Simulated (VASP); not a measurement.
Wanted: the native input for a VASP 6.6.1 run.

```
Task                   : relaxation of cell and atoms
Functional             : PBE
Potentials or basis    : VASP PAW PBE potentials, release 64 (Ta_pv, Al)
Cutoff                 : 600 eV
k mesh                 : 12 × 12 × 12
Occupations            : gaussian, width 0.1 eV
Spin                   : no spin polarisation
Dipole correction      : no
Further INCAR settings : ALGO = Normal; EDIFF = 1e-06; IBRION = 2; EDIFFG = -0.01; NSW = 100; ISIF = 3
```

The structure of TaAl2 lies in POSCAR:

```
TaAl2
1.0
    0.0000000000      3.1332231507      3.1332231507
    3.1332231507      0.0000000000      3.1332231507
    3.1332231507      3.1332231507      0.0000000000
Ta Al
1 2
Direct
    0.0000000000      0.0000000000      0.0000000000
    0.7500000000      0.7500000000      0.7500000000
    0.2500000000      0.2500000000      0.2500000000
```

These files were run (other wordings do the same):

INCAR

```
SYSTEM = TaAl2
PREC = Accurate
ENCUT = 600
EDIFF = 1E-6
ISMEAR = 0
SIGMA = 0.1
LREAL = .False.
LASPH = .True.
NELM = 60
ALGO = Normal
ISIF = 3
LWAVE = .False.
LCHARG = .False.
GGA = PE
IBRION = 2
NSW = 100
EDIFFG = -0.01
```

KPOINTS

```
regular mesh
0
Gamma
  12 12 12
  0 0 0
```

Potentials or basis: VASP PAW PBE potentials, release 64 (Ta_pv, Al).

Launch:

```bash
$ cat potpaw_PBE.64/Ta_pv/POTCAR potpaw_PBE.64/Al/POTCAR > POTCAR
$ mpirun -np 1 vasp_std > vasp.out
```

Results of the run:

| Property | Result |
| --- | --- |
| Relaxed volume | 20.53 Å³/atom |
| Relaxed cell | a = 4.433 Å, b = 4.433 Å, c = 4.433 Å, α = 60.00°, β = 60.00°, γ = 60.00° |
| Space group after relaxing (to 0.05 Å) | Fm-3m (No. 225) |
| Energy gained by relaxing | 0.0 meV/atom |
| Ionic steps | 3 |
| Pressure after relaxing | 0.0 GPa |

Wall time 3.3 min on 1 thread of Intel Xeon 8259CL, on a shared host, peak memory 0.25 GiB.
